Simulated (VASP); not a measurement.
# GaAs in VASP: further runs, part 2 of 2

VASP 6.6.1.

## 3. Single point, PBE+D3(BJ)

This run uses another cell than the first one: it holds 16 atoms, not 4.

File INCAR:

```
SYSTEM = GaAs
  PREC = Accurate
  ENCUT = 520
  EDIFF = 1E-6
  ISMEAR = 0
  SIGMA = 0.05
  LREAL = Auto
  LASPH = .True.
  NELM = 80
  ALGO = Normal
  ISIF = 2
  LWAVE = .False.
  LCHARG = .False.
  LDIPOL = .True.
  IDIPOL = 3
  DIPOL = 0.5 0.5 0.265
  GGA = PE
  IVDW = 12
  NBANDS = 86
```

File KPOINTS:

```
Automatic mesh
0
Gamma
  6 6 1
  0 0 0
```

File POSCAR:

```
GaAs
1.0
    8.0274062240      0.0000000000      0.0000000000
   -4.0137031120      6.9519377164      0.0000000000
    0.0000000000      0.0000000000     23.0911958249
As Ga
8 8
Direct
    0.0000000000      0.0000000000      0.1732261954
    0.0000000000      0.5000000000      0.1732261954
    0.5000000000      0.0000000000      0.1732261954
    0.5000000000      0.5000000000      0.1732261954
    0.1666666667      0.3333333333      0.3238233816
    0.1666666667      0.8333333333      0.3238233816
    0.6666666667      0.3333333333      0.3238233816
    0.6666666667      0.8333333333      0.3238233816
    0.1666666667      0.3333333333      0.2087069788
    0.1666666667      0.8333333333      0.2087069788
    0.6666666667      0.3333333333      0.2087069788
    0.6666666667      0.8333333333      0.2087069788
    0.3333333333      0.1666666667      0.3525670947
    0.3333333333      0.6666666667      0.3525670947
    0.8333333333      0.1666666667      0.3525670947
    0.8333333333      0.6666666667      0.3525670947
```

Potentials or basis: VASP PAW PBE potentials, release 64 (As, Ga_d).

Started as:

```bash
$ cat potpaw_PBE.64/As/POTCAR potpaw_PBE.64/Ga_d/POTCAR > POTCAR
$ mpirun -np 1 vasp_std > vasp.out
```

OUTCAR:

```text
SYSTEM = GaAs
   PREC = Accurate
   ENCUT = 520
   EDIFF = 1E-6
   ISMEAR = 0
   LREAL = Auto
   LASPH = .True.
   NELM = 80
   ISIF = 2
   GGA = PE
   IVDW = 12
 IVDW          = 12

 ion  position               nearest neighbor table
   1  0.000  0.000  0.173-   9 2.46  12 2.46  10 2.46
   2  0.000  0.500  0.173-  10 2.46  11 2.46   9 2.46
   3  0.500  0.000  0.173-  11 2.46  10 2.46  12 2.46
   4  0.500  0.500  0.173-  12 2.46   9 2.46  11 2.46
   5  0.167  0.333  0.324-  13 2.41  14 2.41  15 2.41   9 2.66
   6  0.167  0.833  0.324-  14 2.41  13 2.41  16 2.41  10 2.66
   7  0.667  0.333  0.324-  15 2.41  16 2.41  13 2.41  11 2.66
   8  0.667  0.833  0.324-  16 2.41  15 2.41  14 2.41  12 2.66
   9  0.167  0.333  0.209-   1 2.46   4 2.46   2 2.46   5 2.66
  10  0.167  0.833  0.209-   2 2.46   3 2.46   1 2.46   6 2.66
  11  0.667  0.333  0.209-   3 2.46   2 2.46   4 2.46   7 2.66
  12  0.667  0.833  0.209-   4 2.46   1 2.46   3 2.46   8 2.66
  13  0.333  0.167  0.353-   5 2.41   6 2.41   7 2.41
  14  0.333  0.667  0.353-   6 2.41   5 2.41   8 2.41
  15  0.833  0.167  0.353-   7 2.41   8 2.41   5 2.41
  16  0.833  0.667  0.353-   8 2.41   7 2.41   6 2.41
[... 7 lines left out ...]
 A1 = (   8.0274062240,   0.0000000000,   0.0000000000)
 A2 = (  -4.0137031120,   6.9519377164,   0.0000000000)
 A3 = (   0.0000000000,   0.0000000000,  23.0911958249)

Analysis of symmetry for initial positions (statically):
=====================================================================
 Subroutine PRICEL returns following result:

  LATTYP: Found a hexagonal cell.
 ALAT       =     4.0137031120
 C/A-ratio  =     5.7530901466

  Lattice vectors:

 A1 = (   4.0137031120,   0.0000000000,   0.0000000000)
 A2 = (  -2.0068515560,   3.4759688582,   0.0000000000)
 A3 = (   0.0000000000,   0.0000000000,  23.0911958249)

   4 primitive cells build up your supercell.

 Routine SETGRP: Setting up the symmetry group for a
 hexagonal supercell.

 Subroutine GETGRP returns: Found  6 space group operations
 (whereof  6 operations were pure point group operations)
 out of a pool of 24 trial point group operations.

The static configuration has the point symmetry C_3v.

Analysis of symmetry for dynamics (positions and initial velocities):
[... 142 lines left out ...]
  volume of cell :     1288.63
 maximum number of plane-waves:     34715
 NGX is ok and might be reduce to    60

 number of electron     143.9999914 magnetization

 dipolmoment           0.000000      0.000000     -0.639866 electrons x Angstroem

 Free energy of the ion-electron system (eV)
  ---------------------------------------------------
  ext. energy  EPLUGINS =         0.00000000
  ---------------------------------------------------
  free energy    TOTEN  =       -60.53231870 eV

  energy without entropy =      -60.52939927  energy(sigma->0) =      -60.53085899

 E-fermi :  -1.8571     XC(G=0):  -3.3359

 val. band max:       -1.8778013222   @ k =   0.0000   0.0000   0.0000
 cond. band min:      -1.8269174139   @ k =   0.3333   0.3333   0.0000
 fundamental gap:      0.0508839083
 Fermi energy:        -1.8570832094

 k-point     1 :       0.0000    0.0000    0.0000
  band No.  band energies     occupation
      1     -17.8029      2.00000
      2     -17.8012      2.00000
      3     -17.8012      2.00000
      4     -17.8012      2.00000
      5     -17.7311      2.00000
      6     -17.7311      2.00000
[... 598 lines left out ...]
     83       1.4134      0.00000
     84       1.8211      0.00000
 [bands above 84 left out]

------------------------ aborting loop because EDIFF is reached ----------------------------------------

 vacuum level on the upper side and lower side of the slab       (xc-potential included)        -1.093         0.924

 Edisp (eV)   -3.35618

 E8    (eV) :    -1.5668

  FORCE on cell =-STRESS in cart. coord.  units (eV):
  Direction    XX          YY          ZZ          XY          YZ          ZX
  --------------------------------------------------------------------------------------
  -------------------------------------------------------------------------------------
  Total       0.28425     0.28425    -1.46541    -0.00000    -0.00000     0.00000
  in kB       0.35341     0.35341    -1.82198    -0.00000    -0.00000     0.00000
  external pressure =       -0.37 kB  Pullay stress =        0.00 kB

 VOLUME and BASIS-vectors are now :
 -----------------------------------------------------------------------------
  energy-cutoff  :      520.00
  volume of cell :     1288.63
      direct lattice vectors                 reciprocal lattice vectors
     8.027406224  0.000000000  0.000000000     0.124573240  0.071922393  0.000000000
    -4.013703112  6.951937716  0.000000000     0.000000000  0.143844787  0.000000000
     0.000000000  0.000000000 23.091195825     0.000000000  0.000000000  0.043306549

 POSITION                                       TOTAL-FORCE (eV/Angst)
 -----------------------------------------------------------------------------------
      0.00000      0.00000      4.00000         0.000000     -0.000000      0.475448
     -2.00685      3.47597      4.00000         0.000000     -0.000000      0.475448
      4.01370      0.00000      4.00000         0.000000     -0.000000      0.475448
      2.00685      3.47597      4.00000         0.000000     -0.000000      0.475448
      0.00000      2.31731      7.47747         0.000000     -0.000000     -0.001162
     -2.00685      5.79328      7.47747         0.000000     -0.000000     -0.001162
[... 8 lines left out ...]
      6.02055      1.15866      8.14120         0.000000     -0.000000      0.010695
      4.01370      4.63463      8.14120        -0.000000     -0.000000      0.010695
 -----------------------------------------------------------------------------------
    total drift:                               -0.000012      0.000005      0.020327

  FREE ENERGIE OF THE ION-ELECTRON SYSTEM (eV)
  ---------------------------------------------------
  free  energy   TOTEN  =       -63.8884950006 eV

  energy  without entropy=      -63.8855755774  energy(sigma->0) =      -63.88703529

 vacuum level on the upper side and lower side of the slab         1.303         3.364
```

OSZICAR:

```text
N       E                     dE             d eps       ncg     rms          rms(c)
DAV:   1     0.104898228285E+04    0.10490E+04   -0.59920E+04  1420   0.150E+03
DAV:   2     0.729087864984E+02   -0.97607E+03   -0.94478E+03  1552   0.341E+02
DAV:   3    -0.533106074007E+02   -0.12622E+03   -0.12447E+03  1402   0.128E+02
DAV:   4    -0.634909583596E+02   -0.10180E+02   -0.10103E+02  1608   0.366E+01
[... 17 lines left out ...]
DAV:  22    -0.605323059271E+02   -0.43833E-05   -0.19069E-07   904   0.169E-03    0.468E-04
DAV:  23    -0.605323135144E+02   -0.75873E-05   -0.39078E-07   882   0.130E-03    0.271E-04
DAV:  24    -0.605323156285E+02   -0.21141E-05   -0.36128E-08   840   0.840E-04    0.162E-04
DAV:  25    -0.605323181048E+02   -0.24763E-05   -0.45339E-08   804   0.600E-04    0.930E-05
DAV:  26    -0.605323186971E+02   -0.59223E-06   -0.11537E-08   866   0.573E-04
   1 F= -.63888495E+02 E0= -.63887035E+02  d E =-.291942E-02
```

Run time: 65 min. Hardware: 1 thread of Intel Xeon 8259CL, shared host; peak memory 1.4 GiB.

What came out:

```
Free energy                : -63.8885 eV
Largest force              : 0.485 eV/Å
Band gap on the k mesh     : 0.05 eV
Dispersion energy per atom : -0.210 eV
```

Forces in eV/Å, atoms in the order of the input:
```
As   0.000  0.000  0.475
As   0.000  0.000  0.475
As   0.000  0.000  0.475
As   0.000  0.000  0.475
As   0.000  0.000 -0.001
As   0.000  0.000 -0.001
As   0.000  0.000 -0.001
As   0.000  0.000 -0.001
Ga   0.000  0.000 -0.485
Ga   0.000  0.000 -0.485
Ga   0.000  0.000 -0.485
Ga   0.000  0.000 -0.485
Ga   0.000  0.000  0.011
Ga   0.000  0.000  0.011
Ga   0.000  0.000  0.011
Ga   0.000  0.000  0.011
```
